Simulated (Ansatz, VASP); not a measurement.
# AlN: VASP beside Ansatz

```xyz
2
Lattice="0.0000 2.0074 2.0074 2.0074 0.0000 2.0074 2.0074 2.0074 0.0000" Properties=species:S:1:pos:R:3 pbc="T T T"
Al    2.0074    2.0074    2.0074
N     0.0000    0.0000    0.0000
```

Alike in both runs: task single point; functional PBE; k mesh 10 × 10 × 10; occupations gaussian, width 0.05 eV; no spin polarisation.

|  | VASP | Ansatz |
| --- | --- | --- |
| version | VASP 6.6.1 | Ansatz 0.2.0 |
| potentials or method | VASP PAW PBE potentials, release 64 (Al, N), cutoff 520 eV | scalar-relativistic, plane waves, PAW |
| valence electrons in the cell | 8 | 8 |

```tsv
	VASP	Ansatz	Ansatz less VASP
gap on the k mesh at the Fermi level (eV)	4.81	4.83	+0.021
least direct gap on the mesh (eV)	5.99	5.98	-0.013
pressure (GPa)	11.0	11.1	+0.13
```

With one functional, cell and mesh, what is left measures potentials, basis and numerics.
